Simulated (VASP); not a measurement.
Runs of VASP 6.6.1 on Ru. The structure is that of space group P6_3/mmc (No. 194), or close to it. The cells are those of the table. 

```tsv
task	cell	k mesh	cutoff (eV)	gap on the mesh (eV)	pressure (GPa)
single point	a = 2.824, b = 2.824, c = 9.067 Å, angles 90.0, 90.0, 120.0°, 4 atoms	15 × 15 × 4	520	none	-25.4
single point	a = 2.720, b = 2.720, c = 8.731 Å, angles 90.0, 90.0, 120.0°, 4 atoms	17 × 17 × 5	520	none	(a)
relaxation of cell and atoms	relaxed from a = 2.676, b = 2.676, c = 8.741 Å, angles 90.0, 90.0, 120.0°, 4 atoms	13 × 13 × 4	600	none	0.0
single point	a = 2.790, b = 2.790, c = 8.958 Å, angles 90.0, 90.0, 120.0°, 4 atoms	15 × 15 × 4	520	none	-19.0
```

Alike in all rows: level revPBE; potentials or basis VASP PAW PBE potentials, release 64 (Ru_pv); no spin polarisation; smearing fermi-dirac 0.1 eV.

Q: Fill in the values left out.

A: (a) -0.2.

Caveats: the PAW data sets were made with another functional, which shifts forces and pressure a little; the cell stands under tension (at least some runs).

A k mesh can miss the band edges, and the runs leave out spin-orbit coupling on Ru.

A gap of «none» marks levels without a gap at the run's occupations.
